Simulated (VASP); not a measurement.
Write the native input for VASP 6.6.1 that does the following.

* Task: single point
* Functional: r2SCAN
* Potentials or basis: VASP PAW PBE potentials, release 64 (Pb_d, Se)
* Cutoff: 520 eV
* k mesh: 8 × 8 × 8
* Occupations: gaussian, width 0.01 eV
* Spin: no spin polarisation
* Dipole correction: no
* Further INCAR settings: ALGO = Normal; EDIFF = 1e-06; NBANDS = 17

The system is PbSe.

```
Pb Se
1.0
     0.00000    3.18136    3.18136
     3.18136    0.00000    3.18136
     3.18136    3.18136    0.00000
Pb Se
1 1
Direct
  0.00000 0.00000 0.00000
  0.50000 0.50000 0.50000
```

This cell differs from its parent crystal: strain +3.0%.

These files were run (other wordings do the same):

POSCAR

```
PbSe
1.0
    0.0000000000      3.1813632861      3.1813632861
    3.1813632861      0.0000000000      3.1813632861
    3.1813632861      3.1813632861      0.0000000000
Pb Se
1 1
Direct
    0.0000000000      0.0000000000      0.0000000000
    0.5000000000      0.5000000000      0.5000000000
```

INCAR.step1

```
PREC     = Accurate       # precision mode
ENCUT    = 520            # plane-wave cutoff, eV
ISMEAR   = 0              # smearing method
SIGMA    = 0.01           # smearing width, eV
LREAL    = F              # projectors in reciprocal space
LASPH    = T              # aspherical terms in the spheres
NELM     = 60             # most SCF steps
NBANDS   = 17             # bands
GGA      = PE             # functional
ALGO     = Normal         # electronic algorithm
EDIFF    = 1E-4           # SCF threshold, eV
LWAVE    = T              # write WAVECAR
LCHARG   = F              # write CHGCAR
```

INCAR.step2

```
PREC     = Accurate       # precision mode
ENCUT    = 520            # plane-wave cutoff, eV
EDIFF    = 1E-6           # SCF threshold, eV
ISMEAR   = 0              # smearing method
SIGMA    = 0.01           # smearing width, eV
LREAL    = F              # projectors in reciprocal space
LASPH    = T              # aspherical terms in the spheres
NELM     = 60             # most SCF steps
ALGO     = Normal         # electronic algorithm
ISIF     = 2              # what is computed and relaxed
LWAVE    = F              # write WAVECAR
LCHARG   = T              # write CHGCAR
METAGGA  = R2SCAN         # meta-GGA
LMIXTAU  = T            
LELF     = T              # ELF
LVHAR    = T            
NBANDS   = 17             # bands
ISTART   = 1
```

KPOINTS

```
regular mesh
0
Gamma
  8 8 8
```

Potentials or basis: VASP PAW PBE potentials, release 64 (Pb_d, Se).

The run is started by

```console
$ cat potpaw_PBE.64/Pb_d/POTCAR potpaw_PBE.64/Se/POTCAR > POTCAR
$ cp INCAR.step1 INCAR
$ mpirun -np 1 vasp_std > vasp.out
$ cp INCAR.step2 INCAR
$ mpirun -np 1 vasp_std > vasp.out
```

It gave:

```json
{
 "Pressure": "-3.8 GPa",
 "Band gap on the k mesh": "0.91 eV"
}
```

Caveat: the cell differs from its parent crystal (strain +3.0%); the cell stands under tension; the PAW data sets were made with another functional, which shifts forces and pressure a little; spin-orbit coupling is left out, which moves the levels of the heavy elements.

Run time: 81 s on 1 thread of AMD EPYC 9R45 96-Core Processor (Zen 5), with other jobs on the host, peak memory 0.2 GiB.
